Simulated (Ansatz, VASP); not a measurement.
# Cd2TeSe5: VASP beside Ansatz

```
Cd Te Se
1.0
    -2.91746    2.91746    5.75193
     2.91746   -2.91746    5.75193
     2.91746    2.91746   -5.75193
Cd Te Se
2 1 5
Direct
  0.73798 0.73798 0.00000
  0.26202 0.26202 0.00000
  0.00000 0.00000 0.00000
  0.75000 0.25000 0.50000
  0.25000 0.75000 0.50000
  0.50000 0.00000 0.50000
  0.00000 0.50000 0.50000
  0.50000 0.50000 0.00000
```

Alike in both runs: functional PBE; k mesh 3 × 3 × 3; occupations gaussian, width 0.15 eV; no spin polarisation.

Ansatz relaxed the structure, and its values are those at the end. VASP's run is a single point on that final structure, the one shown.

|  | VASP | Ansatz |
| --- | --- | --- |
| version | VASP 6.6.1 | Ansatz 0.2.0 |
| potentials or method | VASP PAW PBE potentials, release 64 (Cd, Te, Se), cutoff 500 eV | scalar-relativistic, plane waves, PAW |
| valence electrons in the cell | 60 | 136 |

```csv
,VASP,Ansatz,Ansatz less VASP
gap on the k mesh at the Fermi level (eV),none,none,-
pressure (GPa),-0.1,-0.2,-0.13
rms of the force components (eV/Å),0.016,0.013,-0.0033
```

A gap of «none» marks a metal or a gap that the smearing closes. VASP's potentials hold 60 valence electrons a cell and Ansatz's 136, so a difference there can come from the potentials and not from the codes.

The k mesh is coarse, so the values compare programs but aren't converged. Spin-orbit coupling is off throughout.
